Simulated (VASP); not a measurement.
A run of VASP 6.6.1:

File INCAR:

```
SYSTEM = Rh
AGGAC = 1.0
AGGAX = 1.0
ALDAC = 0.0
ALDAX = 1.0
ALGO = Normal
EDIFF = 1E-6
ENCUT = 500
GGA = B5
GGA_COMPAT = .False.
ISIF = 2
ISMEAR = -1
LASPH = .True.
LCHARG = .False.
LREAL = .False.
LWAVE = .False.
NBANDS = 14
NELM = 120
PREC = Accurate
SIGMA = 0.15
```

The input KPOINTS:

```
k-points
0
Gamma
  15 15 15
  0 0 0
```

POSCAR

```
Rh
1.0
    2.6839650000      0.0000000000      0.0000000000
    1.3419825000      2.3243818729      0.0000000000
    1.3419825000      0.7747939576      2.1914482458
Rh
1
Direct
    0.0000000000      0.0000000000      0.0000000000
```

Potentials or basis: VASP PAW PBE potentials, release 64 (Rh_pv).

Command:

```bash
$ cat potpaw_PBE.64/Rh_pv/POTCAR > POTCAR
$ mpirun -np 1 vasp_std > vasp.out
```

Hardware: 1 thread of Intel(R) Xeon(R) Platinum 8488C (Sapphire Rapids), with other jobs on the host.

How long does it take, and how much memory?

It took 12 s on 1 thread of Intel(R) Xeon(R) Platinum 8488C (Sapphire Rapids) (shared host), peak memory 0.13 GiB. Counts: scf iterations 11, k points 120.
